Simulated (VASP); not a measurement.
**Hf2Si3N: single point with PBE**

Crystal: Hf2Si3N.

```
Hf Si N
1.0
     2.63422    1.52087    3.71520
    -2.63422    1.52087    3.71520
     0.00000   -3.04173    3.71520
Hf Si N
2 3 1
Direct
  0.63068 0.63068 0.63068
  0.36932 0.36932 0.36932
  0.00000 0.50000 0.00000
  0.50000 0.00000 0.00000
  0.00000 0.00000 0.50000
  0.00000 0.00000 0.00000
```

```yaml
Program: VASP 6.6.1
Task: single point
Functional: PBE
Potentials_or_basis: VASP PAW PBE potentials, release 64 (Hf_pv, Si, N)
Cutoff: 520 eV
k_mesh: 6 × 6 × 6
Occupations: gaussian, width 0.1 eV
Spin: no spin polarisation
Dipole_correction: no
Further_INCAR_settings: ALGO = Normal; EDIFF = 1e-06; NBANDS = 28
```

- Pressure: -0.2 GPa
- Largest force: 0.018 eV/Å

Forces in eV/Å, atoms in the order of the input:
```
Hf   0.000  0.000 -0.018
Hf   0.000  0.000  0.018
Si   0.000  0.000  0.000
Si   0.000  0.000  0.000
Si   0.000  0.000  0.000
N    0.000  0.000  0.000
```

Stress tensor (GPa, compression positive):
```
-0.32  0.00  0.00
 0.00 -0.32  0.00
 0.00  0.00 -0.04
```

Levels at points of the mesh, in eV from the Fermi level:
```
           k point  band 15  band 16  band 17  band 18  band 19  band 20  band 21  band 22  band 23  band 24
(0.00, 0.00, 0.00)    -4.62    -4.32    -1.19     0.57     1.31     1.31     1.90     1.90     3.53     3.53
(0.50, 0.00, 0.00)    -2.42    -2.03    -1.55    -0.29    -0.10     0.42     1.12     1.78     1.90     2.58
(0.50, 0.50, 0.00)    -2.18    -2.06    -1.58    -0.63    -0.22     0.04     0.12     0.56     1.36     3.61
(0.50, 0.50, 0.50)    -2.37    -2.22    -1.52    -1.52    -1.50    -1.50     2.45     2.45     2.85     2.85
```

Wall time 35 s on 1 thread of AMD EPYC 9R45 (Zen 5), on a shared host, peak memory 0.21 GiB.

Caveat: spin-orbit coupling is left out, which moves the levels of the heavy elements.
